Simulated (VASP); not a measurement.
# Ni (Pm-3m) in VASP: further runs, part 2 of 2

VASP 6.6.1. The steps go on from the part before.

## (4) Single point, BLYP, collinear spin, ferromagnetic start

This run uses another cell than the first one, of 13.28 Å³/atom, 1.042 times its volume.

The input, INCAR:

```
  PREC = Accurate
  ENCUT = 520
  EDIFF = 1E-7
  ISMEAR = -1
  SIGMA = 0.05
  LREAL = False
  LASPH = True
  NELM = 150
  ALGO = Normal
  ISIF = 2
  LWAVE = False
  LCHARG = False
  ISPIN = 2
  MAGMOM = 0.539
  LORBIT = 11
  LMAXMIX = 4
  GGA = B5
  ALDAX = 1.0
  AGGAX = 1.0
  AGGAC = 1.0
  ALDAC = 0.0
  NBANDS = 15
```

The input, KPOINTS:

```
Automatic mesh
0
Gamma
  15 15 15
```

The input, POSCAR:

```
Ni
1.0
    2.3680659922      0.0000000000      0.0000000000
    0.0000000000      2.3680659922      0.0000000000
    0.0000000000      0.0000000000      2.3680659922
Ni
1
Direct
    0.0000000000      0.0000000000      0.0000000000
```

Potentials or basis: VASP PAW PBE potentials, release 64 (Ni).

Started as:

```
cat potpaw_PBE.64/Ni/POTCAR > POTCAR
mpirun -np 1 vasp_std > vasp.out
```

OUTCAR:

```text
PREC = Accurate
   ENCUT = 520
   EDIFF = 1E-7
   ISMEAR = -1
   LREAL = False
   LASPH = True
   NELM = 150
   ISIF = 2
   ISPIN = 2
   LORBIT = 11
   GGA = B5

 ion  position               nearest neighbor table
   1  0.000  0.000  0.000-

  LATTYP: Found a simple cubic cell.
 ALAT       =     2.3680659922

  Lattice vectors:

 A1 = (   2.3680659922,   0.0000000000,   0.0000000000)
 A2 = (   0.0000000000,   2.3680659922,   0.0000000000)
 A3 = (   0.0000000000,   0.0000000000,   2.3680659922)

Analysis of symmetry for initial positions (statically):
=====================================================================
 Subroutine PRICEL returns:
 Original cell was already a primitive cell.

 Routine SETGRP: Setting up the symmetry group for a
 simple cubic supercell.

 Subroutine GETGRP returns: Found 48 space group operations
 (whereof 48 operations were pure point group operations)
 out of a pool of 48 trial point group operations.

The static configuration has the point symmetry O_h .

Analysis of symmetry for dynamics (positions and initial velocities):
=====================================================================
 Subroutine PRICEL returns:
 Original cell was already a primitive cell.

 Routine SETGRP: Setting up the symmetry group for a
 simple cubic supercell.

 Subroutine GETGRP returns: Found 48 space group operations
 (whereof 48 operations were pure point group operations)
 out of a pool of 48 trial point group operations.

The dynamic configuration has the point symmetry O_h .

Analysis of structural, dynamic, and magnetic symmetry:
=====================================================================
 Subroutine PRICEL returns:
 Original cell was already a primitive cell.

 Routine SETGRP: Setting up the symmetry group for a
 simple cubic supercell.

 Subroutine GETGRP returns: Found 48 space group operations
 (whereof 48 operations were pure point group operations)
 out of a pool of 48 trial point group operations.

The overall configuration has the point symmetry O_h .

 Subroutine INISYM returns: Found 48 space group operations
 (whereof 48 operations are pure point group operations),
 and found     1 'primitive' translations

----------------------------------------------------------------------------------------

                                     Primitive cell

  volume of cell :      13.2795

  direct lattice vectors                    reciprocal lattice vectors
     2.368065992  0.000000000  0.000000000     0.422285529  0.000000000  0.000000000
     0.000000000  2.368065992  0.000000000     0.000000000  0.422285529  0.000000000
     0.000000000  0.000000000  2.368065992     0.000000000  0.000000000  0.422285529

  length of vectors
     2.368065992  2.368065992  2.368065992     0.422285529  0.422285529  0.422285529

  position of ions in fractional coordinates (direct lattice)
     0.000000000  0.000000000  0.000000000

  ion indices of the primitive-cell ions
   primitive index   ion index
                 1           1

----------------------------------------------------------------------------------------

 KPOINTS: Automatic mesh

Automatic generation of k-mesh.
 Grid dimensions read from file:
 generate k-points for:   15   15   15

 Generating k-lattice:

  Cartesian coordinates                     Fractional coordinates (reciprocal lattice)
[... 70 lines left out ...]
   PSTRESS=    0.0 pullay stress
   NELECT =      10.0000    total number of electrons
   NUPDOWN=      -1.0000    fix difference up-down
   EMIN   =  10.00;   EMAX   =-10.00  energy-range for DOS
   EFERMI =   0.00;   METHOD = LEGACY
   ISMEAR =    -1;   SIGMA  =   0.05  broadening in eV -4-tet -1-fermi 0-gaus
   EFERMI_NEDOS =   21; number of points for ismear=-14 and -15
   IALGO  =     38    algorithm
   IMIX   =      4    mixing-type and parameters
     AMIX     =   0.40;   BMIX     =  1.00
     AMIX_MAG =   1.60;   BMIX_MAG =  1.00
  volume/ion in A,a.u.               =      13.28        89.61
  Fermi-wavevector in a.u.,A,eV,Ry     =   1.489410  2.814577 30.182391  2.218343
  Thomas-Fermi vector in A             =   2.602322
   LORBIT       =     11    0 simple, 1 ext, 2 COOP (PROOUT), +10 PAW based schemes
   GGA     = B5    functional components
   LHFCALC =     F    Hartree Fock is set to
   AEXX    =    0.0000 exact exchange contribution
   IVDW    =     0    specifies the selected vdW correction
   LEPSILON=     F    determine dielectric tensor
   LRPA    =     F    only Hartree local field effects (RPA)
 spin polarized calculation
  energy-cutoff  :      520.00
  volume of cell :       13.28
 maximum number of plane-waves:       370
 NGX is ok and might be reduce to    18
   NGX =  9   NGY =  9   NGZ =  9

 number of electron      10.0000000 magnetization       0.5390000

 number of electron       9.9999989 magnetization       0.4829981

 Free energy of the ion-electron system (eV)
  ---------------------------------------------------
  ext. energy  EPLUGINS =         0.00000000
  ---------------------------------------------------
  free energy    TOTEN  =        -4.08579813 eV

  energy without entropy =       -4.06773758  energy(sigma->0) =       -4.07676786

 E-fermi :   7.2435     XC(G=0): -11.4168

 val. band max:        7.2377806779   @ k =   0.4667   0.1333   0.1333
 cond. band min:       7.2444519183   @ k =   0.4667   0.4667   0.3333
 fundamental gap:      0.0066712404
 Fermi energy:         7.2434891189

 spin component 1

 k-point     1 :       0.0000    0.0000    0.0000
  band No.  band energies     occupation
      1      -0.2482      1.00000
      2       3.9369      1.00000
      3       3.9369      1.00000
      4       6.8991      0.99898
      5       6.8991      0.99898
      6       6.8991      0.99898
      7      26.0765      0.00000
      8      26.0765      0.00000
      9      26.0765      0.00000
     10      30.0025      0.00000
     11      30.0025      0.00000
     12      34.2032      0.00000
     13      47.8373      0.00000
     14      47.8373      0.00000
[... 403 lines left out ...]
      4       6.2260      1.00000
      5       6.5350      1.00000
      6       6.6490      0.99999
      7      15.0190      0.00000
      8      22.3511      0.00000
      9      30.6200      0.00000
     10      31.2973      0.00000
     11      32.7817      0.00000
     12      40.1661      0.00000
     13      40.8003      0.00000
     14      42.8166      0.00000
     15      47.2609      0.00000

 [... further k-points ...]

 spin component 2

 k-point     1 :       0.0000    0.0000    0.0000
  band No.  band energies     occupation
      1      -0.2201      1.00000
      2       4.3086      1.00000
      3       4.3086      1.00000
      4       7.4785      0.00900
      5       7.4785      0.00900
      6       7.4785      0.00900
      7      26.1470      0.00000
      8      26.1470      0.00000
      9      26.1470      0.00000
     10      30.0889      0.00000
     11      30.0889      0.00000
     12      34.2224      0.00000
     13      47.8596      0.00000
     14      47.8596      0.00000
[... 403 lines left out ...]
      4       6.7776      0.99991
      5       6.9392      0.99773
      6       7.2182      0.62390
      7      15.1626      0.00000
      8      22.4549      0.00000
      9      30.6992      0.00000
     10      31.4004      0.00000
     11      32.7912      0.00000
     12      40.2053      0.00000
     13      40.8839      0.00000
     14      42.8481      0.00000
     15      47.3335      0.00000

 [... further k-points ...]

------------------------ aborting loop because EDIFF is reached ----------------------------------------

  FORCE on cell =-STRESS in cart. coord.  units (eV):
  Direction    XX          YY          ZZ          XY          YZ          ZX
  --------------------------------------------------------------------------------------
  -------------------------------------------------------------------------------------
  Total        0.0070173      0.0070173      0.0070173     -0.0000000      0.0000000     -0.0000000
  in kB        0.8466372      0.8466372      0.8466372     -0.0000000      0.0000000     -0.0000000
  external PRESSURE =       0.8466372 kB  Pullay stress =       0.0000000 kB

 VOLUME and BASIS-vectors are now :
 -----------------------------------------------------------------------------
  energy-cutoff  :      520.00
  volume of cell :       13.28
      direct lattice vectors                 reciprocal lattice vectors
     2.368065992  0.000000000  0.000000000     0.422285529  0.000000000  0.000000000
     0.000000000  2.368065992  0.000000000     0.000000000  0.422285529  0.000000000
     0.000000000  0.000000000  2.368065992     0.000000000  0.000000000  0.422285529

 POSITION                                       TOTAL-FORCE (eV/Angst)
 -----------------------------------------------------------------------------------
      0.00000      0.00000      0.00000         0.000000      0.000000      0.000000
 -----------------------------------------------------------------------------------
    total drift:                                0.000000      0.000000      0.000000

  FREE ENERGIE OF THE ION-ELECTRON SYSTEM (eV)
  ---------------------------------------------------
  free  energy   TOTEN  =        -4.0857981331 eV

  energy  without entropy=       -4.0677375800  energy(sigma->0) =       -4.07676786

 total charge

# of ion       s       p       d       tot
------------------------------------------
    1        0.498   0.344   8.384   9.226

 magnetization (x)

# of ion       s       p       d       tot
------------------------------------------
    1       -0.000  -0.002   0.489   0.487
```

OSZICAR:

```text
N       E                     dE             d eps       ncg     rms          rms(c)
DAV:   1     0.359125820520E+02    0.35913E+02   -0.41864E+03  7461   0.809E+02
DAV:   2    -0.303617605120E+01   -0.38949E+02   -0.36217E+02  8285   0.158E+02
DAV:   3    -0.475648592454E+01   -0.17203E+01   -0.16888E+01  8586   0.328E+01
DAV:   4    -0.477066481539E+01   -0.14179E-01   -0.14174E-01  8848   0.281E+00
DAV:   5    -0.477093807745E+01   -0.27326E-03   -0.27326E-03  8904   0.352E-01    0.762E+00
DAV:   6    -0.448112278786E+01    0.28982E+00   -0.10538E+01 10238   0.353E+01    0.607E+00
DAV:   7    -0.409515071372E+01    0.38597E+00   -0.23874E+00 10135   0.156E+01    0.132E+00
DAV:   8    -0.408768894198E+01    0.74618E-02   -0.85830E-03  8700   0.602E-01    0.669E-01
DAV:   9    -0.408614093498E+01    0.15480E-02   -0.12528E-03 11196   0.218E-01    0.210E-01
DAV:  10    -0.408578730306E+01    0.35363E-03   -0.71453E-04 10376   0.170E-01    0.283E-02
DAV:  11    -0.408579988596E+01   -0.12583E-04   -0.20465E-05  8075   0.340E-02    0.240E-02
DAV:  12    -0.408579856732E+01    0.13186E-05   -0.15381E-06  9006   0.103E-02    0.549E-03
DAV:  13    -0.408579810902E+01    0.45830E-06   -0.12732E-07  8387   0.201E-03    0.243E-03
DAV:  14    -0.408579813312E+01   -0.24108E-07   -0.10111E-08  4489   0.101E-03
   1 F= -.40857981E+01 E0= -.40767679E+01  d E =-.180606E-01  mag=     0.4830
```

Run time: 19 s. Hardware: 1 thread of Intel Xeon 6975P-C (Granite Rapids), shared host; peak memory 0.14 GiB.

What came out:

```
Free energy                                           : -4.0858 eV
Pressure                                              : 0.1 GPa
Net moment                                            : 0.48 μB per cell
Site moments                                          : Ni +0.49 μB
Valence electrons inside the program's atomic spheres : Ni 9.23
```

Caveat: the PAW data sets were made with another functional, which shifts forces and pressure a little.

## (5) Single point, BLYP, collinear spin, ferromagnetic start (volume scaled by 1.04)

The input, INCAR:

```
SYSTEM = Ni
AGGAC    = 1.0          
AGGAX    = 1.0          
ALDAC    = 0.0          
ALDAX    = 1.0          
ALGO     = Normal         ! electronic algorithm
EDIFF    = 1E-7           ! SCF threshold, eV
ENCUT    = 520            ! plane-wave cutoff, eV
GGA      = B5             ! functional
ISIF     = 2              ! what is computed and relaxed
ISMEAR   = -1             ! smearing method
ISPIN    = 2              ! spin polarisation
LASPH    = .True.         ! aspherical terms in the spheres
LCHARG   = .False.        ! write CHGCAR
LMAXMIX  = 4              ! l up to which the mixer works
LORBIT   = 11             ! projections on sites
LREAL    = .False.        ! projectors in reciprocal space
LWAVE    = .False.        ! write WAVECAR
MAGMOM   = 0.539          ! initial moments
NBANDS   = 15             ! bands
NELM     = 150            ! most SCF steps
PREC     = Accurate       ! precision mode
SIGMA    = 0.05           ! smearing width, eV
```

The input, KPOINTS:

```
k-points
0
Gamma
  15 15 15
  0 0 0
```

The input, POSCAR:

```
Ni
1.0
    2.3992283289      0.0000000000      0.0000000000
    0.0000000000      2.3992283289      0.0000000000
    0.0000000000      0.0000000000      2.3992283289
Ni
1
Direct
    0.0000000000      0.0000000000      0.0000000000
```

Started as:

```
cat potpaw_PBE.64/Ni/POTCAR > POTCAR
mpirun -np 1 vasp_std > vasp.out
```

It took 22 s on 1 thread of Intel Xeon 6975P-C (Granite Rapids), shared host; peak memory 0.15 GiB.

The run converged. Its results:

```
Free energy                                           : -4.0792 eV
Pressure                                              : -3.9 GPa
Net moment                                            : 0.57 μB per cell
Site moments                                          : Ni +0.57 μB
Valence electrons inside the program's atomic spheres : Ni 9.18
```

Levels at points of the mesh, in eV from the Fermi level:
Spin up:
| k point | band 3 | band 4 | band 5 | band 6 | band 7 | band 8 |
| --- | --- | --- | --- | --- | --- | --- |
| (0.00, 0.00, 0.00) | -3.22 | -0.42 | -0.42 | -0.42 | 18.35 | 18.35 |
Spin down:
```tsv
k point	band 1	band 2	band 3	band 4	band 5	band 6	band 7	band 8	band 9	band 10
(0.00, 0.00, 0.00)	-7.25	-2.75	-2.75	0.24	0.24	0.24	18.43	18.43	18.43	22.30
```

Caveat: the cell differs from its parent crystal (volume scaled by 1.04); the PAW data sets were made with another functional, which shifts forces and pressure a little.

## (6) The runs side by side

```tsv
cell	k mesh	gap on the mesh (eV)	pressure (GPa)	moment (μB)
a = 2.336 Å, 1 atom	15 × 15 × 15	none	5.4	0.42
a = 2.368 Å, 1 atom	14 × 14 × 14	none	0.0	0.48
a = 2.368 Å, 1 atom	15 × 15 × 15	none	0.1	0.48
a = 2.399 Å, 1 atom	15 × 15 × 15	none	-3.9	0.57
```

Alike in all rows: task single point; level BLYP; potentials or basis VASP PAW PBE potentials, release 64 (Ni); spin collinear, ferromagnetic start; cutoff (eV) 520; smearing fermi-dirac 0.05 eV.

Caveats: the PAW data sets were made with another functional, which shifts forces and pressure a little.

Total energies depend on the potentials used, so only differences within one code and one set of settings carry meaning.
